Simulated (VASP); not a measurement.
Input of a VASP 6.6.1 run:

File INCAR:

```
SYSTEM = AlN
PREC = Accurate
ENCUT = 520
EDIFF = 1E-6
ISMEAR = 0
SIGMA = 0.05
LREAL = .FALSE.
LASPH = .TRUE.
NELM = 60
ALGO = Normal
ISIF = 2
LWAVE = .FALSE.
LCHARG = .TRUE.
LELF = .TRUE.
LVHAR = .TRUE.
NBANDS = 16
```

Contents of KPOINTS:

```
Automatic mesh
0
G
  9 9 6
  0 0 0
```

The input POSCAR:

```
AlN
1.0
    3.3577558766      0.0000000000      0.0000000000
   -1.6788779383      2.9079018889      0.0000000000
    0.0000000000      0.0000000000      4.2032046078
Al N
2 2
Direct
    0.3333333333      0.6666666667      0.7718758780
    0.6666666667      0.3333333333      0.2718758780
    0.3333333333      0.6666666667      0.2078607238
    0.6666666667      0.3333333333      0.7078607238
```

Potentials or basis: VASP PAW LDA potentials, release 64 (Al, N).

Run with:

```sh
$ cat potpaw_LDA.64/Al/POTCAR potpaw_LDA.64/N/POTCAR > POTCAR
$ mpirun -np 1 vasp_std > vasp.out
```

Q: What does it give for the pressure?

A: -7.4 GPa.

Q: Predict the band gap on the k mesh.

A: 3.37 eV, direct.

Q: Predict the largest force.

A: 1.264 eV/Å.

Forces on the atoms (eV/Å):
```
Al   0.000  0.000 -1.264
Al   0.000  0.000 -1.264
N    0.000  0.000  1.264
N    0.000  0.000  1.264
```

Caveat: forces of over 1 eV/Å act on the atoms, so gaps and moduli don't describe the material at rest.
